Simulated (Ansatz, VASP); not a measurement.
# Two plane-wave programs on C

INCAR

```
SYSTEM = C
PREC = Accurate
ENCUT = 520
EDIFF = 1E-6
ISMEAR = 0
SIGMA = 0.1
LREAL = .False.
LASPH = .True.
NELM = 60
ALGO = Normal
ISIF = 2
LWAVE = .False.
LCHARG = .False.
LDIPOL = .True.
IDIPOL = 3
DIPOL = 0.5 0.5 0.500
GGA = PE
IVDW = 12
NBANDS = 11
```

KPOINTS

```
Automatic mesh
0
Gamma
  21 21 1
  0 0 0
```

Contents of POSCAR:

```
C
1.0
    2.4710000000      0.0000000000      0.0000000000
   -1.2355000000      2.1399487728      0.0000000000
    0.0000000000      0.0000000000     26.0024170307
C
2
Direct
    0.6666666667      0.3333333333      0.5027497444
    0.3333333333      0.6666666667      0.4972502556
```

Input for Ansatz:

```yaml
crystal:
  lattice:
    - [2.471, 0.0, 0.0]
    - [-1.2355, 2.1399487728, 0.0]
    - [0.0, 0.0, 26.0024170307]
  atoms:
    - { symbol: C, position: [0.6666666667, 0.3333333333, 0.5027497444] }
    - { symbol: C, position: [0.3333333333, 0.6666666667, 0.4972502556] }
  periodic: [true, true, false]
basis:
  ecutwfc: 420
kpoints:
  mp_grid: { grid: [21, 21, 1] }
hamiltonian:
  xc: pbe
  pseudopotentials: { kind: paw, azcp: { folder: soft_1 } }
  dispersion: d3bj
scf:
  occupations: { method: gaussian, width: 0.1 }
output:
  forces: true
  stress: true
  eigenvalues: true
```

Alike in both runs: task single point; functional PBE; dispersion D3(BJ); k mesh 21 × 21 × 1; occupations gaussian, width 0.1 eV; no spin polarisation.

```csv
,VASP,Ansatz
version,VASP 6.6.1,Ansatz 0.2.0
potentials or method,"VASP PAW PBE potentials, release 64 (C), cutoff 520 eV","scalar-relativistic, plane waves, PAW"
valence electrons in the cell,8,8
```

|  | VASP | Ansatz | Ansatz less VASP |
| --- | --- | --- | --- |
| gap on the k mesh at the Fermi level (eV) | none | none | - |
| rms of the force components (eV/Å) | 1.389 | 1.394 | +0.0054 |

Atom by atom the forces differ by 0.005 eV/Å (rms over components). A gap of «none» marks a metal or a gap that the smearing closes.
